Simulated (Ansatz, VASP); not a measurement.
**Two plane-wave programs on RbH5S8**

```xyz
14
Lattice="0.0000 3.3117 0.0000 8.5550 -1.6558 0.0000 2.1123 0.0000 -8.0290" Properties=species:S:1:pos:R:3 pbc="T T T"
S     4.5782    0.0000   -6.8411
S     6.0891    1.6558   -1.1879
S     3.7949    0.0000   -3.5236
S     6.8724    1.6558   -4.5053
S     3.0847    0.0000   -1.4290
S     7.5826    1.6558   -6.6000
S     3.1559    1.6558   -7.1799
S     7.5114    0.0000   -0.8491
Rb    1.0562    1.6558   -4.0145
H     6.4920    0.0000   -4.4455
H     4.1753    1.6558   -3.5835
H     7.3837    0.0000   -6.7299
H     3.2837    1.6558   -1.2991
H     0.0000    0.0000    0.0000
```

Alike in both runs: functional r2SCAN; k mesh 6 × 6 × 3; occupations methfessel-paxton of order 1, width 0.0184 eV; no spin polarisation.

Ansatz relaxed the structure, and its values are those at the end. VASP's run is a single point on that final structure, the one shown.

|  | VASP | Ansatz |
| --- | --- | --- |
| version | VASP 6.6.1 | Ansatz 0.2.0 |
| potentials or method | VASP PAW PBE potentials, release 64 (S, Rb_sv, H), cutoff 550 eV | PAW plane waves |
| valence electrons in the cell | 62 | 62 |

|  | VASP | Ansatz | Ansatz less VASP |
| --- | --- | --- | --- |
| pressure (GPa) | -1.2 | -0.9 | +0.24 |
| rms of the force components (eV/Å) | 0.033 | 0.004 | -0.0292 |

VASP's potentials were made for PBE, not for r2SCAN. Ansatz's warnings: stress scf threshold loose.
